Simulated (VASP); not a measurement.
# VN (Fm-3m) in VASP: notebook

Runs on VN. Level: PBEsol. Tasks: single point.

All numbers are computed with VASP 6.6.1; they aren't measurements. Logs are shortened: lines on timing, memory, paths and dates and some standing lists are left out, and cuts for length are marked.

## Step 1: The cell of the first run

Symmetry: Fm-3m, No. 225, cubic system. The conventional cell has a = 4.120 Å, b = 4.120 Å, c = 4.120 Å, α = 90.00°, β = 90.00°, γ = 90.00°. V (site symmetry m-3m) has 6 N at 2.06 Å within 2.7 Å. N (site symmetry m-3m) has 6 V at 2.06 Å within 2.7 Å.

## Step 2: Single point, PBEsol

INCAR

```
  ALGO = Normal
  EDIFF = 1E-6
  ENCUT = 600
  GGA = PS
  GGA_COMPAT = False
  ISIF = 2
  ISMEAR = 0
  LASPH = True
  LCHARG = False
  LREAL = False
  LWAVE = False
  NBANDS = 16
  NELM = 120
  PREC = Accurate
  SIGMA = 0.1
```

KPOINTS

```
k-points
0
Gamma
  8 8 8
```

POSCAR

```
VN
1.0
    0.0000000000      2.0600010983      2.0600010983
    2.0600010983      0.0000000000      2.0600010983
    2.0600010983      2.0600010983      0.0000000000
V N
1 1
Direct
    0.5000000000      0.5000000000      0.5000000000
    0.0000000000      0.0000000000      0.0000000000
```

Potentials or basis: VASP PAW PBE potentials, release 64 (V_sv, N).

Launch:

```
$ cat potpaw_PBE.64/V_sv/POTCAR potpaw_PBE.64/N/POTCAR > POTCAR
$ mpirun -np 1 vasp_std > vasp.out
```

OUTCAR:

```text
EDIFF = 1E-6
   ENCUT = 600
   GGA = PS
   ISIF = 2
   ISMEAR = 0
   LASPH = True
   LREAL = False
   NELM = 120
   PREC = Accurate

 ion  position               nearest neighbor table
   1  0.500  0.500  0.500-   2 2.06   2 2.06   2 2.06   2 2.06   2 2.06   2 2.06
   2  0.000  0.000  0.000-   1 2.06   1 2.06   1 2.06   1 2.06   1 2.06   1 2.06

  LATTYP: Found a face centered cubic cell.
 ALAT       =     4.1200021966

  Lattice vectors:

 A1 = (   0.0000000000,   2.0600010983,   2.0600010983)
 A2 = (   2.0600010983,   0.0000000000,   2.0600010983)
 A3 = (   2.0600010983,   2.0600010983,   0.0000000000)

Analysis of symmetry for initial positions (statically):
=====================================================================
 Subroutine PRICEL returns:
 Original cell was already a primitive cell.

 Routine SETGRP: Setting up the symmetry group for a
 face centered cubic supercell.

 Subroutine GETGRP returns: Found 48 space group operations
 (whereof 48 operations were pure point group operations)
 out of a pool of 48 trial point group operations.

The static configuration has the point symmetry O_h .

Analysis of symmetry for dynamics (positions and initial velocities):
=====================================================================
 Subroutine PRICEL returns:
 Original cell was already a primitive cell.

 Routine SETGRP: Setting up the symmetry group for a
 face centered cubic supercell.

 Subroutine GETGRP returns: Found 48 space group operations
 (whereof 48 operations were pure point group operations)
 out of a pool of 48 trial point group operations.

The dynamic configuration has the point symmetry O_h .

 Subroutine INISYM returns: Found 48 space group operations
 (whereof 48 operations are pure point group operations),
 and found     1 'primitive' translations

----------------------------------------------------------------------------------------

                                     Primitive cell

  volume of cell :      17.4837

  direct lattice vectors                    reciprocal lattice vectors
     0.000000000  2.060001098  2.060001098    -0.242718317  0.242718317  0.242718317
     2.060001098  0.000000000  2.060001098     0.242718317 -0.242718317  0.242718317
     2.060001098  2.060001098  0.000000000     0.242718317  0.242718317 -0.242718317

  length of vectors
     2.913281492  2.913281492  2.913281492     0.420400457  0.420400457  0.420400457

  position of ions in fractional coordinates (direct lattice)
     0.500000000  0.500000000  0.500000000
     0.000000000  0.000000000  0.000000000

  ion indices of the primitive-cell ions
   primitive index   ion index
                 1           1
                 2           2

----------------------------------------------------------------------------------------

 KPOINTS: k-points

Automatic generation of k-mesh.
 Grid dimensions read from file:
 generate k-points for:    8    8    8

 Generating k-lattice:

  Cartesian coordinates                     Fractional coordinates (reciprocal lattice)
    -0.030339790  0.030339790  0.030339790     0.125000000  0.000000000  0.000000000
     0.030339790 -0.030339790  0.030339790     0.000000000  0.125000000  0.000000000
     0.030339790  0.030339790 -0.030339790     0.000000000  0.000000000  0.125000000

  Length of vectors
     0.052550057  0.052550057  0.052550057

  Shift w.r.t. Gamma in fractional coordinates (k-lattice)
     0.000000000  0.000000000  0.000000000

 Subroutine IBZKPT returns following result:
 ===========================================

 Found     29 irreducible k-points:

 Following reciprocal coordinates:
            Coordinates               Weight
  0.000000  0.000000  0.000000      1.000000
  0.125000  0.000000  0.000000      8.000000
  0.250000  0.000000  0.000000      8.000000
  0.375000  0.000000  0.000000      8.000000
  0.500000  0.000000  0.000000      4.000000
  0.125000  0.125000  0.000000      6.000000
[... 16 lines left out ...]
  0.500000  0.250000  0.125000     48.000000
 -0.375000  0.250000  0.125000     24.000000
 [... further k-points ...]
   k-points           NKPTS =     29   k-points in BZ     NKDIM =     29   number of bands    NBANDS=     16
   number of dos      NEDOS =    301   number of ions     NIONS =      2
   total plane-waves  NPLWV =  13824
   dimension x,y,z NGX =    24 NGY =   24 NGZ =   24
   dimension x,y,z NGXF=    48 NGYF=   48 NGZF=   48
   ions per type =               1   1
   NGX,Y,Z   is equivalent  to a cutoff of  13.70, 13.70, 13.70 a.u.
   NGXF,Y,Z  is equivalent  to a cutoff of  27.39, 27.39, 27.39 a.u.
 SYSTEM =  unknown system
   PREC   = accura    normal or accurate (medium, high low for compatibility)
   ISTART =      0    job   : 0-new  1-cont  2-samecut
   ICHARG =      2    charge: 1-file 2-atom 10-const
   ISPIN  =      1    spin polarized calculation?
   LNONCOLLINEAR =      F non collinear calculations
   LSORBIT =      F    spin-orbit coupling
   LASPH  =      T    aspherical Exc in radial PAW
   ENCUT  =  600.0 eV  44.10 Ry    6.64 a.u.   5.82  5.82  5.82*2*pi/ulx,y,z
   NELM   =    120;   NELMIN=  2; NELMDL= -5     # of ELM steps
   EDIFF  = 0.1E-05   stopping-criterion for ELM
   LREAL  =      F    real-space projection
   EDIFFG = 0.1E-04   stopping-criterion for IOM
   NSW    =      0    number of steps for IOM
   IBRION =     -1    ionic relax: 0-MD 1-quasi-New 2-CG
   NFREE  =      0    steps in history (QN), initial steepest desc. (CG)
   ISIF   =      2    stress and relaxation
   ISYM   =      2    0-nonsym 1-usesym 2-fastsym
   POTIM  = 0.5000    time-step for ionic-motion
   TEBEG  =    0.0;   TEEND  =   0.0 temperature during run
   PSTRESS=    0.0 pullay stress
   NELECT =      18.0000    total number of electrons
   NUPDOWN=      -1.0000    fix difference up-down
   EMIN   =  10.00;   EMAX   =-10.00  energy-range for DOS
   EFERMI =   0.00;   METHOD = LEGACY
   ISMEAR =     0;   SIGMA  =   0.10  broadening in eV -4-tet -1-fermi 0-gaus
   EFERMI_NEDOS =   21; number of points for ismear=-14 and -15
   IALGO  =     38    algorithm
   IMIX   =      4    mixing-type and parameters
     AMIX     =   0.40;   BMIX     =  1.00
     AMIX_MAG =   1.60;   BMIX_MAG =  1.00
  volume/ion in A,a.u.               =       8.74        58.99
  Fermi-wavevector in a.u.,A,eV,Ry     =   1.653058  3.123828 37.179312  2.732602
  Thomas-Fermi vector in A             =   2.741562
   LORBIT       =      0    0 simple, 1 ext, 2 COOP (PROOUT), +10 PAW based schemes
   GGA     = PS    functional components
   LHFCALC =     F    Hartree Fock is set to
   AEXX    =    0.0000 exact exchange contribution
   IVDW    =     0    specifies the selected vdW correction
   LEPSILON=     F    determine dielectric tensor
   LRPA    =     F    only Hartree local field effects (RPA)
 non-spin polarized calculation
 Gauss-broadening in eV      SIGMA  =   0.10
  energy-cutoff  :      600.00
  volume of cell :       17.48
 maximum number of plane-waves:       604
   NGX = 11   NGY = 11   NGZ = 11

 number of electron      18.0000005 magnetization

 Free energy of the ion-electron system (eV)
  ---------------------------------------------------
  ext. energy  EPLUGINS =         0.00000000
  ---------------------------------------------------
  free energy    TOTEN  =       -20.54839177 eV

  energy without entropy =      -20.53589525  energy(sigma->0) =      -20.54214351

 E-fermi :  11.8939     XC(G=0): -13.8113

 val. band max:       11.8516664067   @ k =   0.2500   0.0000   0.0000
 cond. band min:      11.9096990026   @ k =  -0.3750   0.2500   0.0000
 fundamental gap:      0.0580325959
 Fermi energy:        11.8938551920

 k-point     1 :       0.0000    0.0000    0.0000
  band No.  band energies     occupation
      1     -53.3234      2.00000
      2     -27.0649      2.00000
      3     -27.0649      2.00000
      4     -27.0649      2.00000
      5      -6.0822      2.00000
      6       9.6413      2.00000
[... 8 lines left out ...]
     15      25.7474      0.00000
     16      31.6830      0.00000

 k-point     2 :       0.1250    0.0000    0.0000
  band No.  band energies     occupation
      1     -53.3124      2.00000
      2     -27.1411      2.00000
      3     -27.0720      2.00000
      4     -27.0720      2.00000
      5      -5.7638      2.00000
      6       8.0077      2.00000
[... 8 lines left out ...]
     15      25.5920      0.00000
     16      31.2462      0.00000

 k-point     3 :       0.2500    0.0000    0.0000
  band No.  band energies     occupation
      1     -53.2857      2.00000
      2     -27.3216      2.00000
      3     -27.0889      2.00000
      4     -27.0889      2.00000
      5      -4.9124      2.00000
      6       5.7245      2.00000
[... 8 lines left out ...]
     15      24.8772      0.00000
     16      29.5091      0.00000

 k-point     4 :       0.3750    0.0000    0.0000
  band No.  band energies     occupation
      1     -53.2588      2.00000
      2     -27.4974      2.00000
      3     -27.1057      2.00000
      4     -27.1057      2.00000
      5      -3.8614      2.00000
      6       3.7581      2.00000
[... 8 lines left out ...]
     15      25.3351      0.00000
     16      27.4231      0.00000
[... 324 lines left out ...]
 k-point    22 :       0.3750    0.2500    0.1250
  band No.  band energies     occupation
      1     -53.2658      2.00000
      2     -27.3561      2.00000
      3     -27.1800      2.00000
      4     -27.1155      2.00000
      5      -4.4822      2.00000
      6       4.8514      2.00000
[... 8 lines left out ...]
     15      24.7394      0.00000
     16      26.9969      0.00000

 k-point    23 :       0.5000    0.2500    0.1250
  band No.  band energies     occupation
      1     -53.2443      2.00000
      2     -27.4490      2.00000
      3     -27.2270      2.00000
      4     -27.1402      2.00000
      5      -3.8434      2.00000
      6       4.1799      2.00000
[... 8 lines left out ...]
     15      24.4970      0.00000
     16      25.8411      0.00000

 k-point    24 :      -0.3750    0.2500    0.1250
  band No.  band energies     occupation
      1     -53.2354      2.00000
      2     -27.4893      2.00000
      3     -27.2393      2.00000
      4     -27.1552      2.00000
      5      -3.5539      2.00000
      6       3.8914      2.00000
[... 8 lines left out ...]
     15      24.8218      0.00000
     16      25.6233      0.00000

 [... further k-points ...]
[... 5 lines left out ...]
  --------------------------------------------------------------------------------------
  -------------------------------------------------------------------------------------
  Total       -1.1487044     -1.1487044     -1.1487044     -0.0000000     -0.0000000     -0.0000000
  in kB     -105.2656074   -105.2656074   -105.2656074     -0.0000000     -0.0000000     -0.0000000
  external PRESSURE =    -105.2656074 kB  Pullay stress =       0.0000000 kB

 VOLUME and BASIS-vectors are now :
 -----------------------------------------------------------------------------
  energy-cutoff  :      600.00
  volume of cell :       17.48
      direct lattice vectors                 reciprocal lattice vectors
     0.000000000  2.060001098  2.060001098    -0.242718317  0.242718317  0.242718317
     2.060001098  0.000000000  2.060001098     0.242718317 -0.242718317  0.242718317
     2.060001098  2.060001098  0.000000000     0.242718317  0.242718317 -0.242718317

 POSITION                                       TOTAL-FORCE (eV/Angst)
 -----------------------------------------------------------------------------------
      2.06000      2.06000      2.06000        -0.000000      0.000000      0.000000
      0.00000      0.00000      0.00000         0.000000      0.000000      0.000000
 -----------------------------------------------------------------------------------
    total drift:                                0.000000     -0.000000      0.000000

  FREE ENERGIE OF THE ION-ELECTRON SYSTEM (eV)
  ---------------------------------------------------
  free  energy   TOTEN  =       -20.5483917692 eV

  energy  without entropy=      -20.5358952510  energy(sigma->0) =      -20.54214351
```

Wall time 3.9 s (1 thread of Intel Xeon 6975P-C (Granite Rapids), shared host); peak memory 0.14 GiB.

What came out:

```
Free energy            : -20.5484 eV
Pressure               : -10.5 GPa
Band gap on the k mesh : zero (band 9 reaches 12.46 eV, above the bottom of band 10 at 10.30 eV)
```

Caveat: the PAW data sets were made with another functional, which shifts forces and pressure a little; the run has no spin polarisation, though such a crystal can be magnetic. With open d or f shells a metallic result of PBEsol can be an artefact of self-interaction; +U or a hybrid may open a gap.

[end of part 1 of 2]
